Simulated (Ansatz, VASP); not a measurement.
Two plane-wave programs on Ta2Bi2O

```
CELL_PARAMETERS angstrom
4.43223 0.00000 0.00000
-2.21611 3.83842 0.00000
0.00000 0.00000 6.22963
ATOMIC_POSITIONS crystal
Ta 0.33333 0.66667 0.27758
Ta 0.33333 0.66667 0.72242
Bi 0.66667 0.33333 0.00000
Bi 0.00000 0.00000 0.50000
O 0.66667 0.33333 0.50000
```

Alike in both runs: functional PBE; k mesh 12 × 12 × 6; occupations gaussian, width 0.1 eV; no spin polarisation.

Ansatz relaxed the structure, and its values are those at the end. VASP's run is a single point on that final structure, the one shown.

|  | VASP | Ansatz |
| --- | --- | --- |
| version | VASP 6.6.1 | Ansatz 0.2.0 |
| potentials or method | VASP PAW PBE potentials, release 64 (Ta_pv, Bi_d, O), cutoff 520 eV | scalar-relativistic, plane waves, PAW |
| valence electrons in the cell | 58 | 62 |

|  | VASP | Ansatz | Ansatz less VASP |
| --- | --- | --- | --- |
| gap on the k mesh at the Fermi level (eV) | none | none | - |
| pressure (GPa) | 0.0 | 0.0 | +0.02 |

A gap of «none» marks a metal or a gap that the smearing closes. VASP's potentials hold 58 valence electrons a cell and Ansatz's 62, so a difference there can come from the potentials and not from the codes.

Neither program's run includes spin-orbit coupling.
